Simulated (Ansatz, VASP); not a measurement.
**Bi in VASP and in Ansatz**

```xyz
2
Lattice="3.2384 0.0000 0.0000 0.0000 3.2216 0.0000 -0.0805 0.0000 6.7016" Properties=species:S:1:pos:R:3 pbc="T T T"
Bi    1.7022    0.0000    5.0234
Bi    1.4558    0.0000    1.6782
```

Change from the starting cell: strain_z = 0.04.

Alike in both runs: task single point; functional PBEsol; k mesh 8 × 8 × 4; occupations fermi-dirac, width 0.05 eV; no spin polarisation.

```csv
,VASP,Ansatz
version,VASP 6.6.1,Ansatz 0.2.0
potentials or method,"VASP PAW PBE potentials, release 64 (Bi_d), cutoff 520 eV","all-electron LAPW, scalar-relativistic"
```

VASP gave:

```
gap on the k mesh at the Fermi level (eV)                     : none
pressure (GPa)                                                : -2.2
traceless stress, the component that is largest in VASP (GPa) : -2.43
rms of the force components (eV/Å)                            : 0.027
```

Task: Which values does Ansatz return?

Result: gap on the k mesh at the Fermi level (eV): none; pressure (GPa): -2.1; traceless stress, the component that is largest in VASP (GPa): -2.43; rms of the force components (eV/Å): 0.027.

VASP's potentials were made for PBE, not for PBEsol. Atom by atom the forces differ by 0.000 eV/Å (rms over components). A gap of «none» marks a metal or a gap that the smearing closes. Ansatz ran all-electron here, and VASP with PAW potentials.

Spin-orbit coupling is off throughout.
